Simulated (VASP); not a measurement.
Here is a VASP 6.6.1 calculation.

File INCAR:

```
SYSTEM = SiO2
PREC     = Accurate       ! precision mode
ENCUT    = 520            ! plane-wave cutoff, eV
EDIFF    = 1E-6           ! SCF threshold, eV
ISMEAR   = -1             ! smearing method
SIGMA    = 0.05           ! smearing width, eV
LREAL    = .FALSE.        ! projectors in reciprocal space
LASPH    = .TRUE.         ! aspherical terms in the spheres
NELM     = 80             ! most SCF steps
ALGO     = Normal         ! electronic algorithm
ISIF     = 2              ! what is computed and relaxed
LWAVE    = .FALSE.        ! write WAVECAR
LCHARG   = .FALSE.        ! write CHGCAR
GGA      = PE             ! functional
NBANDS   = 44             ! bands
```

The input KPOINTS:

```
Automatic mesh
0
G
  6 6 4
  0 0 0
```

Contents of POSCAR:

```
SiO2
1.0
    5.0830990543      0.0000000000      0.0000000000
    0.0000000000      5.0830990543      0.0000000000
    0.0000000000      0.0000000000      7.0982125248
Si O
4 8
Direct
    0.7939647624      0.7939647624      0.5000000000
    0.7060352376      0.2939647624      0.2500000000
    0.2939647624      0.7060352376      0.7500000000
    0.2060352376      0.2060352376      0.0000000000
    0.7588606031      0.0936650537      0.4243294405
    0.9063349463      0.2411393969      0.0756705595
    0.0936650537      0.7588606031      0.5756705595
    0.2588606031      0.4063349463      0.8256705595
    0.2411393969      0.9063349463      0.9243294405
    0.7411393969      0.5936650537      0.3256705595
    0.4063349463      0.2588606031      0.1743294405
    0.5936650537      0.7411393969      0.6743294405
```

Potentials or basis: VASP PAW PBE potentials, release 64 (Si, O).

Run with:

```console
$ cat potpaw_PBE.64/Si/POTCAR potpaw_PBE.64/O/POTCAR > POTCAR
$ mpirun -np 1 vasp_std > vasp.out
```

Question: Estimate the largest force.

Answer: 0.022 eV/Å.

Question: What does it give for the pressure?

Answer: 0.1 GPa.

Forces in eV/Å, atoms in the order of the input:
```
Si   0.015  0.015  0.000
Si  -0.015  0.015  0.000
Si   0.015 -0.015  0.000
Si  -0.015 -0.015  0.000
O    0.000 -0.003 -0.006
O    0.003  0.000  0.006
O   -0.003  0.000  0.006
O    0.000  0.003  0.006
O    0.000  0.003 -0.006
O    0.000 -0.003  0.006
O    0.003  0.000 -0.006
O   -0.003  0.000 -0.006
```
